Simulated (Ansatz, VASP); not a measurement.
**Te2Mo in VASP and in Ansatz**

```xyz
6
Lattice="3.4967 0.0000 -0.0001 -1.7483 3.0283 0.0000 -0.0003 -0.0001 13.6977" Properties=species:S:1:pos:R:3 pbc="T T T"
Te   -0.0007    2.0191    8.4556
Te    1.7487    1.0091    1.6080
Te   -0.0006    2.0191   12.0897
Te    1.7487    1.0091    5.2421
Mo    0.0004    2.0185    3.4251
Mo    1.7477    1.0097   10.2726
```

Change from the starting cell: all atoms moved at random, sigma 0.1 Å a component; relaxed back.

Alike in both runs: functional PBE; dispersion D3(BJ); k mesh 12 × 12 × 2; occupations gaussian, width 0.05 eV; no spin polarisation.

Ansatz relaxed the structure, and its values are those at the end. VASP's run is a single point on that final structure, the one shown.

```csv
,VASP,Ansatz
version,VASP 6.6.1,Ansatz 0.2.0
potentials or method,"VASP PAW PBE potentials, release 64 (Te, Mo_sv), cutoff 520 eV","scalar-relativistic, plane waves, PAW"
valence electrons in the cell,52,92
```

Ansatz gave:

* gap on the k mesh at the Fermi level (eV): 0.65
* least direct gap on the mesh (eV): 1.03
* pressure (GPa): 0.0
* rms of the force components (eV/Å): 0.000

Question: What did VASP give for the same quantities?

Answer: gap on the k mesh at the Fermi level (eV): 0.65; least direct gap on the mesh (eV): 1.04; pressure (GPa): 0.0; rms of the force components (eV/Å): 0.007.

VASP's potentials hold 52 valence electrons a cell and Ansatz's 92, so a difference there can come from the potentials and not from the codes. Ansatz's warnings: relaxed geometry near dispersion switch.

Spin-orbit coupling is off throughout.
